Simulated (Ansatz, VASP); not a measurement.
**Si2Mo in VASP and in Ansatz**

INCAR

```
PREC = Accurate
ENCUT = 600
EDIFF = 1E-6
ISMEAR = 0
SIGMA = 0.1
LREAL = False
LASPH = True
NELM = 100
ALGO = Normal
ISIF = 3
LWAVE = False
LCHARG = False
GGA = PS
IBRION = 2
NSW = 70
EDIFFG = -0.005
```

Contents of KPOINTS:

```
Automatic mesh
0
Gamma
  18 18 18
```

The input POSCAR:

```
Si2Mo
1.0
   -1.6084236828      1.6084236828      3.9365100029
    1.6084236828     -1.6084236828      3.9365100029
    1.6084236828      1.6084236828     -3.9365100029
Si Mo
2 1
Direct
    0.3350991394      0.3350991394      0.0000000000
    0.6649008606      0.6649008606      0.0000000000
    0.0000000000      0.0000000000      0.0000000000
```

Input for Ansatz:

```yaml
crystal:
  lattice:
    - [-1.6084236828, 1.6084236828, 3.9365100029]
    - [1.6084236828, -1.6084236828, 3.9365100029]
    - [1.6084236828, 1.6084236828, -3.9365100029]
  atoms:
    - { symbol: Si, position: [0.3350991394, 0.3350991394, 0.0] }
    - { symbol: Si, position: [0.6649008606, 0.6649008606, 0.0] }
    - { symbol: Mo, position: [0.0, 0.0, 0.0] }
basis:
  ecutwfc: 420
kpoints:
  mp_grid: { grid: [18, 18, 18] }
hamiltonian:
  xc: pbesol
scf:
  occupations: { method: gaussian, width: 0.1 }
output:
  forces: true
  stress: true
  eigenvalues: true
relax:
  adjacent_minimum: "off"
  f_tol: 0.005
  max_steps: 50
  cell: { stress_tol: 0.05 }
```

Alike in both runs: task relaxation of cell and atoms; functional PBEsol; k mesh 18 × 18 × 18; occupations gaussian, width 0.1 eV; no spin polarisation.

|  | VASP | Ansatz |
| --- | --- | --- |
| version | VASP 6.6.1 | Ansatz 0.2.0 |
| potentials or method | VASP PAW PBE potentials, release 64 (Si, Mo_sv), cutoff 600 eV | scalar-relativistic, plane waves, PAW |
| valence electrons in the cell | 22 | 22 |

|  | VASP | Ansatz | Ansatz less VASP |
| --- | --- | --- | --- |
| gap on the k mesh at the Fermi level, each at its own relaxed structure (eV) | none | none | - |
| relaxed volume (Å³/atom) | 13.29 | 13.27 | -0.022 |
| relaxed cell length with the largest relative difference (Å) | 4.517 | 4.514 | -0.0022 |

VASP's potentials were made for PBE, not for PBEsol. A gap of «none» marks a metal or a gap that the smearing closes.
